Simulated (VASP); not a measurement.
Here is a VASP 6.6.1 calculation.

Contents of POSCAR:

```
HgTe
1.0
    0.0000000000      3.3410632042      3.3410632042
    3.3410632042      0.0000000000      3.3410632042
    3.3410632042      3.3410632042      0.0000000000
Hg Te
1 1
Direct
    0.0000000000      0.0000000000      0.0000000000
    0.2500000000      0.2500000000      0.2500000000
```

Contents of INCAR.step1:

```
SYSTEM = HgTe
  ALGO = Normal
  EDIFF = 1E-5
  ENCUT = 400
  GGA = PE
  GGA_COMPAT = .False.
  ISIF = 2
  ISMEAR = -1
  LASPH = .True.
  LCHARG = .False.
  LREAL = .False.
  LWAVE = .True.
  NBANDS = 16
  NELM = 120
  PREC = Accurate
  SIGMA = 0.1
```

The input INCAR.step2:

```
SYSTEM = HgTe
  ALGO = Normal
  EDIFF = 1E-6
  ENCUT = 400
  GGA = PE
  GGA_COMPAT = .False.
  HFSCREEN = 0.2079
  ISIF = 2
  ISMEAR = -1
  ISTART = 1
  LASPH = .True.
  LCHARG = .False.
  LHFCALC = .True.
  LREAL = .False.
  LWAVE = .False.
  NBANDS = 16
  NELM = 120
  PREC = Accurate
  PRECFOCK = Normal
  SIGMA = 0.1
```

Contents of KPOINTS:

```
k-points
0
Gamma
  4 4 4
  0 0 0
```

Potentials or basis: VASP PAW PBE potentials, release 64 (Hg, Te).

Command:

```sh
$ cat potpaw_PBE.64/Hg/POTCAR potpaw_PBE.64/Te/POTCAR > POTCAR
$ cp INCAR.step1 INCAR
$ mpirun -np 1 vasp_std > vasp.out
$ cp INCAR.step2 INCAR
$ mpirun -np 1 vasp_std > vasp.out
```

(1) Estimate the band gap on the k mesh.

(2) Estimate the pressure.

Answers

(1) zero (filled and empty bands touch).

(2) -1.6 GPa.

Caveat: the k points lie up to 0.41 Å⁻¹ apart; the PAW data sets were made with another functional, which shifts forces and pressure a little; spin-orbit coupling is left out, which moves the levels of the heavy elements.
